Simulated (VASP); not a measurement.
# SnO (P4/nmm) in VASP: notebook

The runs below take SnO through single point, with BLYP+D3(BJ), PBEsol, RPBE.

All numbers are computed with VASP 6.6.1; they aren't measurements. Logs are shortened: lines on timing, memory, paths and dates and some standing lists are left out, and cuts for length are marked.

**1. The cell of the first run**

It takes space group P4/nmm (No. 129, tetragonal). Conventional cell: a = 3.873 Å, b = 3.873 Å, c = 4.811 Å, α = 90.00°, β = 90.00°, γ = 90.00°. Sn (site symmetry 4mm) has 4 O at 2.26 Å within 3.0 Å. O (site symmetry -4m2) has 4 Sn at 2.26 Å and 4 O at 2.74 Å within 3.0 Å.

**2. Single point, BLYP+D3(BJ)**

File INCAR:

```
SYSTEM = SnO
PREC = Accurate
ENCUT = 520
EDIFF = 1E-6
ISMEAR = -1
SIGMA = 0.05
LREAL = .FALSE.
LASPH = .TRUE.
NELM = 80
ALGO = Normal
ISIF = 2
LWAVE = .FALSE.
LCHARG = .FALSE.
GGA = B5
ALDAX = 1.0
AGGAX = 1.0
AGGAC = 1.0
ALDAC = 0.0
IVDW = 12
VDW_S6 = 1.0
VDW_S8 = 2.6996
VDW_A1 = 0.4298
VDW_A2 = 4.2359
NBANDS = 28
```

File KPOINTS:

```
regular mesh
0
G
  7 7 6
  0 0 0
```

File POSCAR:

```
SnO
1.0
    3.8731849266      0.0000000000      0.0000000000
    0.0000000000      3.8731849266      0.0000000000
    0.0000000000      0.0000000000      4.8108173572
Sn O
2 2
Direct
    0.5000000000      0.0000000000      0.7589931647
    0.0000000000      0.5000000000      0.2410068353
    0.0000000000      0.0000000000      0.0000000000
    0.5000000000      0.5000000000      0.0000000000
```

Potentials or basis: VASP PAW PBE potentials, release 64 (Sn_d, O).

Command:

```
$ cat potpaw_PBE.64/Sn_d/POTCAR potpaw_PBE.64/O/POTCAR > POTCAR
$ mpirun -np 1 vasp_std > vasp.out
```

OUTCAR:

```text
SYSTEM = SnO
   PREC = Accurate
   ENCUT = 520
   EDIFF = 1E-6
   ISMEAR = -1
   LREAL = .FALSE.
   LASPH = .TRUE.
   NELM = 80
   ISIF = 2
   GGA = B5
   IVDW = 12
 IVDW          = 12

 ion  position               nearest neighbor table
   1  0.500  0.000  0.759-   3 2.26   4 2.26   4 2.26   3 2.26   2 3.59   2 3.59   2 3.59   2 3.59
                             2 3.70   2 3.70   2 3.70   2 3.70
   2  0.000  0.500  0.241-   3 2.26   4 2.26   3 2.26   4 2.26   1 3.59   1 3.59   1 3.59   1 3.59
                             1 3.70   1 3.70   1 3.70   1 3.70
   3  0.000  0.000  0.000-   1 2.26   2 2.26   2 2.26   1 2.26
   4  0.500  0.500  0.000-   1 2.26   2 2.26   1 2.26   2 2.26

  LATTYP: Found a simple tetragonal cell.
 ALAT       =     3.8731849266
 C/A-ratio  =     1.2420830527

  Lattice vectors:

 A1 = (   3.8731849266,   0.0000000000,   0.0000000000)
 A2 = (   0.0000000000,   3.8731849266,   0.0000000000)
 A3 = (   0.0000000000,   0.0000000000,   4.8108173572)

Analysis of symmetry for initial positions (statically):
=====================================================================
 Subroutine PRICEL returns:
 Original cell was already a primitive cell.

 Routine SETGRP: Setting up the symmetry group for a
 simple tetragonal supercell.

 Subroutine GETGRP returns: Found 16 space group operations
 (whereof  8 operations were pure point group operations)
 out of a pool of 16 trial point group operations.

The static configuration has the point symmetry D_2d.
 The point group associated with its full space group is D_4h.

Analysis of symmetry for dynamics (positions and initial velocities):
=====================================================================
 Subroutine PRICEL returns:
 Original cell was already a primitive cell.

 Routine SETGRP: Setting up the symmetry group for a
 simple tetragonal supercell.

 Subroutine GETGRP returns: Found 16 space group operations
 (whereof  8 operations were pure point group operations)
 out of a pool of 16 trial point group operations.

The dynamic configuration has the point symmetry D_2d.
 The point group associated with its full space group is D_4h.

 Subroutine INISYM returns: Found 16 space group operations
 (whereof  8 operations are pure point group operations),
 and found     1 'primitive' translations

----------------------------------------------------------------------------------------

                                     Primitive cell

  volume of cell :      72.1698

  direct lattice vectors                    reciprocal lattice vectors
     3.873184927  0.000000000  0.000000000     0.258185452  0.000000000  0.000000000
     0.000000000  3.873184927  0.000000000     0.000000000  0.258185452  0.000000000
     0.000000000  0.000000000  4.810817357     0.000000000  0.000000000  0.207864886

  length of vectors
     3.873184927  3.873184927  4.810817357     0.258185452  0.258185452  0.207864886

  position of ions in fractional coordinates (direct lattice)
     0.500000000  0.000000000  0.758993165
     0.000000000  0.500000000  0.241006835
     0.000000000  0.000000000  0.000000000
     0.500000000  0.500000000  0.000000000

  ion indices of the primitive-cell ions
   primitive index   ion index
                 1           1
                 2           2
                 3           3
                 4           4

----------------------------------------------------------------------------------------

 KPOINTS: regular mesh

Automatic generation of k-mesh.
 Grid dimensions read from file:
 generate k-points for:    7    7    6

 Generating k-lattice:

  Cartesian coordinates                     Fractional coordinates (reciprocal lattice)
     0.036883636  0.000000000  0.000000000     0.142857143  0.000000000  0.000000000
     0.000000000  0.036883636  0.000000000     0.000000000  0.142857143  0.000000000
     0.000000000  0.000000000  0.034644148     0.000000000  0.000000000  0.166666667

  Length of vectors
     0.036883636  0.036883636  0.034644148

  Shift w.r.t. Gamma in fractional coordinates (k-lattice)
     0.000000000  0.000000000  0.000000000

 Subroutine IBZKPT returns following result:
 ===========================================

 Found     40 irreducible k-points:

 Following reciprocal coordinates:
            Coordinates               Weight
  0.000000  0.000000  0.000000      1.000000
  0.142857  0.000000  0.000000      4.000000
  0.285714  0.000000  0.000000      4.000000
  0.428571  0.000000  0.000000      4.000000
  0.142857  0.142857  0.000000      4.000000
  0.285714  0.142857  0.000000      8.000000
[... 16 lines left out ...]
  0.285714  0.000000  0.333333      8.000000
  0.428571  0.000000  0.333333      8.000000
 [... further k-points ...]
   k-points           NKPTS =     40   k-points in BZ     NKDIM =     40   number of bands    NBANDS=     28
   number of dos      NEDOS =    301   number of ions     NIONS =      4
   total plane-waves  NPLWV =  32400
   dimension x,y,z NGX =    30 NGY =   30 NGZ =   36
   dimension x,y,z NGXF=    60 NGYF=   60 NGZF=   72
   ions per type =               2   2
   NGX,Y,Z   is equivalent  to a cutoff of  12.88, 12.88, 12.44 a.u.
   NGXF,Y,Z  is equivalent  to a cutoff of  25.75, 25.75, 24.88 a.u.
 SYSTEM =  SnO
   PREC   = accura    normal or accurate (medium, high low for compatibility)
   ISTART =      0    job   : 0-new  1-cont  2-samecut
   ICHARG =      2    charge: 1-file 2-atom 10-const
   ISPIN  =      1    spin polarized calculation?
   LNONCOLLINEAR =      F non collinear calculations
   LSORBIT =      F    spin-orbit coupling
   LASPH  =      T    aspherical Exc in radial PAW
   ENCUT  =  520.0 eV  38.22 Ry    6.18 a.u.   7.20  7.20  8.94*2*pi/ulx,y,z
   NELM   =     80;   NELMIN=  2; NELMDL= -5     # of ELM steps
   EDIFF  = 0.1E-05   stopping-criterion for ELM
   LREAL  =      F    real-space projection
   EDIFFG = 0.1E-04   stopping-criterion for IOM
   NSW    =      0    number of steps for IOM
   IBRION =     -1    ionic relax: 0-MD 1-quasi-New 2-CG
   NFREE  =      0    steps in history (QN), initial steepest desc. (CG)
   ISIF   =      2    stress and relaxation
   ISYM   =      2    0-nonsym 1-usesym 2-fastsym
   POTIM  = 0.5000    time-step for ionic-motion
   TEBEG  =    0.0;   TEEND  =   0.0 temperature during run
   PSTRESS=    0.0 pullay stress
   NELECT =      40.0000    total number of electrons
   NUPDOWN=      -1.0000    fix difference up-down
   EMIN   =  10.00;   EMAX   =-10.00  energy-range for DOS
   EFERMI =   0.00;   METHOD = LEGACY
   ISMEAR =    -1;   SIGMA  =   0.05  broadening in eV -4-tet -1-fermi 0-gaus
   EFERMI_NEDOS =   21; number of points for ismear=-14 and -15
   IALGO  =     38    algorithm
   IMIX   =      4    mixing-type and parameters
     AMIX     =   0.40;   BMIX     =  1.00
     AMIX_MAG =   1.60;   BMIX_MAG =  1.00
  volume/ion in A,a.u.               =      18.04       121.76
  Fermi-wavevector in a.u.,A,eV,Ry     =   1.344755  2.541218 24.604300  1.808365
  Thomas-Fermi vector in A             =   2.472723
   LORBIT       =      0    0 simple, 1 ext, 2 COOP (PROOUT), +10 PAW based schemes
   GGA     = B5    functional components
   LHFCALC =     F    Hartree Fock is set to
   AEXX    =    0.0000 exact exchange contribution
   IVDW    =    12    specifies the selected vdW correction
   LEPSILON=     F    determine dielectric tensor
   LRPA    =     F    only Hartree local field effects (RPA)
 non-spin polarized calculation
  energy-cutoff  :      520.00
  volume of cell :       72.17
 maximum number of plane-waves:      1966
 NGX is ok and might be reduce to    30
   NGX = 15   NGY = 15   NGZ = 17

 number of electron      39.9999982 magnetization

 Free energy of the ion-electron system (eV)
  ---------------------------------------------------
  ext. energy  EPLUGINS =         0.00000000
  ---------------------------------------------------
  free energy    TOTEN  =       -21.00310189 eV

  energy without entropy =      -21.00305241  energy(sigma->0) =      -21.00307715

 E-fermi :   7.2706     XC(G=0):  -9.5707

 val. band max:        6.9727744596   @ k =   0.0000   0.0000   0.0000
 cond. band min:       7.5712400307   @ k =   0.4286   0.4286   0.0000
 fundamental gap:      0.5984655711
 Fermi energy:         7.2705997918

 k-point     1 :       0.0000    0.0000    0.0000
  band No.  band energies     occupation
      1     -14.6992      2.00000
      2     -14.3461      2.00000
      3     -14.3461      2.00000
      4     -14.3373      2.00000
      5     -14.3090      2.00000
      6     -14.3002      2.00000
[... 20 lines left out ...]
     27      14.0012      0.00000
     28      14.5996      0.00000

 k-point     2 :       0.1429    0.0000    0.0000
  band No.  band energies     occupation
      1     -14.6877      2.00000
      2     -14.3424      2.00000
      3     -14.3413      2.00000
      4     -14.3384      2.00000
      5     -14.3098      2.00000
      6     -14.2939      2.00000
[... 20 lines left out ...]
     27      14.2215      0.00000
     28      15.8193      0.00000

 k-point     3 :       0.2857    0.0000    0.0000
  band No.  band energies     occupation
      1     -14.6558      2.00000
      2     -14.4210      2.00000
      3     -14.3314      2.00000
      4     -14.3289      2.00000
      5     -14.3108      2.00000
      6     -14.3067      2.00000
[... 20 lines left out ...]
     27      14.5542      0.00000
     28      17.9394      0.00000

 k-point     4 :       0.4286    0.0000    0.0000
  band No.  band energies     occupation
      1     -14.6040      2.00000
      2     -14.5257      2.00000
      3     -14.3169      2.00000
      4     -14.3156      2.00000
      5     -14.3111      2.00000
      6     -14.3064      2.00000
[... 20 lines left out ...]
     27      15.1903      0.00000
     28      16.3515      0.00000

 k-point     5 :       0.1429    0.1429    0.0000
  band No.  band energies     occupation
      1     -14.6783      2.00000
      2     -14.3505      2.00000
      3     -14.3489      2.00000
      4     -14.3284      2.00000
      5     -14.3260      2.00000
      6     -14.3073      2.00000
[... 20 lines left out ...]
     27      15.0057      0.00000
     28      16.3726      0.00000

 k-point     6 :       0.2857    0.1429    0.0000
  band No.  band energies     occupation
      1     -14.6526      2.00000
      2     -14.4483      2.00000
      3     -14.3423      2.00000
      4     -14.3169      2.00000
      5     -14.3102      2.00000
      6     -14.3085      2.00000
[... 463 lines left out ...]
      5     -14.2974      2.00000
      6     -14.2871      2.00000
[... 20 lines left out ...]
     27      14.8969      0.00000
     28      15.3159      0.00000

 k-point    22 :       0.1429    0.0000    0.3333
  band No.  band energies     occupation
      1     -14.6774      2.00000
      2     -14.3566      2.00000
      3     -14.3313      2.00000
      4     -14.3245      2.00000
      5     -14.3053      2.00000
      6     -14.2993      2.00000
[... 20 lines left out ...]
     27      15.2272      0.00000
     28      16.1462      0.00000

 k-point    23 :       0.2857    0.0000    0.3333
  band No.  band energies     occupation
      1     -14.6531      2.00000
      2     -14.4442      2.00000
      3     -14.3401      2.00000
      4     -14.3166      2.00000
      5     -14.3133      2.00000
      6     -14.3112      2.00000
[... 20 lines left out ...]
     27      15.6584      0.00000
     28      17.5918      0.00000

 k-point    24 :       0.4286    0.0000    0.3333
  band No.  band energies     occupation
      1     -14.6112      2.00000
      2     -14.5422      2.00000
      3     -14.3418      2.00000
      4     -14.3335      2.00000
      5     -14.3070      2.00000
      6     -14.3042      2.00000
[... 20 lines left out ...]
     27      16.1588      0.00000
     28      16.9516      0.00000

 [... further k-points ...]

------------------------ aborting loop because EDIFF is reached ----------------------------------------

 Edisp (eV)   -2.07913

 E8    (eV) :    -1.5254

  FORCE on cell =-STRESS in cart. coord.  units (eV):
  Direction    XX          YY          ZZ          XY          YZ          ZX
  --------------------------------------------------------------------------------------
  -------------------------------------------------------------------------------------
  Total       0.09755     0.09755     0.11270     0.00000     0.00000     0.00000
  in kB       2.16571     2.16571     2.50190     0.00000     0.00000     0.00000
  external pressure =        2.28 kB  Pullay stress =        0.00 kB

 VOLUME and BASIS-vectors are now :
 -----------------------------------------------------------------------------
  energy-cutoff  :      520.00
  volume of cell :       72.17
      direct lattice vectors                 reciprocal lattice vectors
     3.873184927  0.000000000  0.000000000     0.258185452  0.000000000  0.000000000
     0.000000000  3.873184927  0.000000000     0.000000000  0.258185452  0.000000000
     0.000000000  0.000000000  4.810817357     0.000000000  0.000000000  0.207864886

 POSITION                                       TOTAL-FORCE (eV/Angst)
 -----------------------------------------------------------------------------------
      1.93659      0.00000      3.65138        -0.000000      0.000000     -0.094746
      0.00000      1.93659      1.15944         0.000000      0.000000      0.094746
      0.00000      0.00000      0.00000        -0.000000      0.000000      0.000000
      1.93659      1.93659      0.00000         0.000000      0.000000      0.000000
 -----------------------------------------------------------------------------------
    total drift:                                0.000000      0.000000      0.000000

  FREE ENERGIE OF THE ION-ELECTRON SYSTEM (eV)
  ---------------------------------------------------
  free  energy   TOTEN  =       -23.0822302015 eV

  energy  without entropy=      -23.0821807213  energy(sigma->0) =      -23.08220546
```

It took 77 s on 1 thread of Intel Xeon 6975P-C, shared host; peak memory 0.22 GiB.

Results:

* Free energy: -23.0822 eV
* Pressure: 0.2 GPa
* Largest force: 0.095 eV/Å
* Band gap on the k mesh: 0.60 eV, indirect (least direct gap 2.20 eV)
* Dispersion energy per atom: -0.520 eV

Forces on the atoms (eV/Å):
```
Sn   0.000  0.000 -0.095
Sn   0.000  0.000  0.095
O    0.000  0.000  0.000
O    0.000  0.000  0.000
```

Levels at points of the mesh, in eV from the valence-band top:
```csv
k point,band 16,band 17,band 18,band 19,band 20,band 21,band 22,band 23,band 24,band 25
"(0.00, 0.00, 0.00)",-5.73,-3.07,-2.83,-2.83,0.00,2.25,4.66,4.66,4.71,5.87
"(0.00, 0.00, 0.50)",-3.15,-3.07,-2.85,-2.85,-1.83,1.86,3.03,3.03,3.70,8.04
```

Caveat: the PAW data sets were made with another functional, which shifts forces and pressure a little; spin-orbit coupling is left out, which moves the levels of the heavy elements. BLYP gaps usually lie below the measured ones, often by a third to a half.

**3. Single point, PBEsol (volume scaled by 1.04)**

File INCAR:

```
ALGO = Normal ; EDIFF = 1E-6
ENCUT = 520 ; GGA = PS
ISIF = 2 ; ISMEAR = -1
LASPH = True ; LCHARG = False
LREAL = False ; LWAVE = False
NBANDS = 28 ; NELM = 80
PREC = Accurate ; SIGMA = 0.05
```

File KPOINTS:

```
k-points
0
Gamma
  7 7 6
```

File POSCAR:

```
SnO
1.0
    3.8638811754      0.0000000000      0.0000000000
    0.0000000000      3.8638811754      0.0000000000
    0.0000000000      0.0000000000      4.9512221655
Sn O
2 2
Direct
    0.5000000000      0.0000000000      0.7646261400
    0.0000000000      0.5000000000      0.2353738600
    0.0000000000      0.0000000000      0.0000000000
    0.5000000000      0.5000000000      0.0000000000
```

Potentials or basis: VASP PAW PBE potentials, release 64 (Sn_d, O).

Command:

```
$ cat potpaw_PBE.64/Sn_d/POTCAR potpaw_PBE.64/O/POTCAR > POTCAR
$ mpirun -np 1 vasp_std > vasp.out
```

Run time: 77 s. Hardware: 1 thread of Intel Xeon 6975P-C, shared host; peak memory 0.22 GiB.

It converged, with:

* Free energy: -24.1737 eV
* Pressure: -3.7 GPa
* Largest force: 0.359 eV/Å
* Band gap on the k mesh: 0.50 eV, indirect (least direct gap 1.94 eV)

Forces on the atoms (eV/Å):
```
Sn   0.000  0.000  0.359
Sn   0.000  0.000 -0.359
O    0.000  0.000  0.000
O    0.000  0.000  0.000
```

Stress tensor (GPa, compression positive):
```
-3.91  0.00  0.00
 0.00 -3.91  0.00
 0.00  0.00 -3.20
```

Levels at points of the mesh, in eV from the valence-band top:
| k point | band 18 | band 19 | band 20 | band 21 | band 22 | band 23 |
| --- | --- | --- | --- | --- | --- | --- |
| (0.00, 0.00, 0.00) | -2.87 | -2.87 | 0.00 | 1.94 | 4.23 | 4.74 |
| (0.00, 0.00, 0.50) | -2.89 | -2.89 | -1.95 | 1.64 | 3.08 | 3.08 |

Caveat: the PAW data sets were made with another functional, which shifts forces and pressure a little; spin-orbit coupling is left out, which moves the levels of the heavy elements.

(Continued in part 2 of 2.)
